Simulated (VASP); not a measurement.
Input of a VASP 6.6.1 run:

Contents of INCAR:

```
ALGO = Normal
EDIFF = 1E-6
ENCUT = 400
GGA = PE
GGA_COMPAT = F
ISIF = 2
ISMEAR = -1
ISYM = -1
LASPH = T
LCHARG = F
LREAL = Auto
LWAVE = F
NBANDS = 83
NELM = 120
PREC = Accurate
SIGMA = 0.1318
```

The input KPOINTS:

```
explicit points
1
Reciprocal
  0.25000000   0.25000000   0.25000000 1
```

The input POSCAR:

```
Cu3P14Pd2Au
1.0
    6.7193520000     -0.0002850000      0.1347800000
   -0.0002850000      6.4739890000     -0.0745910000
    0.1347800000     -0.0745910000      6.2227980000
P Cu Pd Au
14 3 2 1
Direct
    0.3538999694      0.1626487981     -0.0091342353
    0.8007439705      0.4289919056      0.7548721110
    0.9205912219      0.8187174121      0.4145560672
    0.1774974769      0.9702089264      0.7153990446
    0.0082194807      0.4300850336      0.2355838404
    0.4825622111      0.2346743570      0.6433708535
    0.1541974981      0.1073694786      0.3156798691
    0.9127428158      0.1855071153     -0.0158880805
    0.3440938529      0.4397388395      0.3916872427
    0.8764762921      0.0492407543      0.6101447359
    0.6821502497      0.0932645232      0.2502592055
    0.3832320299      0.7789423132      0.5655742116
    1.0450989358      0.6739727499      0.7274110242
    0.1562364176      0.6876686459      1.0988017525
    0.1748305959      0.3627536587      0.7845902262
    0.8478456600      0.7474340742      0.0251416191
    0.5223204146      0.5130964144      0.9009757394
    0.5981290008      0.9557675711      0.8252641066
    0.4547559807      0.8178068135      0.2221810859
    0.6783985741      0.4944325423      0.3184901162
```

Potentials or basis: VASP PAW PBE potentials, release 64 (P, Cu, Pd, Au).

Command:

```console
$ cat potpaw_PBE.64/P/POTCAR potpaw_PBE.64/Cu/POTCAR potpaw_PBE.64/Pd/POTCAR potpaw_PBE.64/Au/POTCAR > POTCAR
$ mpirun -np 1 vasp_std > vasp.out
```

(1) Predict the largest force.

(2) Estimate the pressure.

## Answers

(1) 5.124 eV/Å.

(2) 24.9 GPa.

Caveat: the atoms stand as in a frame of molecular dynamics.
